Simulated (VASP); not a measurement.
Input of a VASP 6.6.1 run:

The input INCAR:

```
PREC = Accurate
ENCUT = 520
EDIFF = 1E-6
ISMEAR = 0
SIGMA = 0.15
LREAL = F
LASPH = T
NELM = 60
ALGO = Normal
ISIF = 2
LWAVE = F
LCHARG = T
GGA = PE
LELF = T
LVHAR = T
NBANDS = 28
```

The input KPOINTS:

```
Automatic mesh
0
Gamma
  3 3 2
```

File POSCAR:

```
ZrAl3B3N
1.0
    4.4132723629      0.0000000000      0.0000000000
    0.0000000000      4.4132723629      0.0000000000
    0.0000000000      0.0000000000      7.4522664143
Zr Al B N
1 3 3 1
Direct
    0.0000000000      0.0000000000      0.0000000000
    0.5000000000      0.5000000000      0.7638777520
    0.5000000000      0.5000000000      0.2361222480
    0.0000000000      0.0000000000      0.5000000000
    0.0000000000      0.5000000000      0.0000000000
    0.5000000000      0.0000000000      0.0000000000
    0.5000000000      0.5000000000      0.5000000000
    0.5000000000      0.5000000000      0.0000000000
```

Potentials or basis: VASP PAW PBE potentials, release 64 (Zr_sv, Al, B, N).

The run is started by

```console
$ cat potpaw_PBE.64/Zr_sv/POTCAR potpaw_PBE.64/Al/POTCAR potpaw_PBE.64/B/POTCAR potpaw_PBE.64/N/POTCAR > POTCAR
$ mpirun -np 1 vasp_std > vasp.out
```

Question: What does it give for the largest force?

Answer: 0.009 eV/Å.

Question: Estimate the pressure.

Answer: 0.0 GPa.

Stress tensor (GPa, compression positive):
```
 0.01  0.00  0.00
 0.00  0.01  0.00
 0.00  0.00 -0.11
```

Caveat: the k points lie up to 0.47 Å⁻¹ apart.
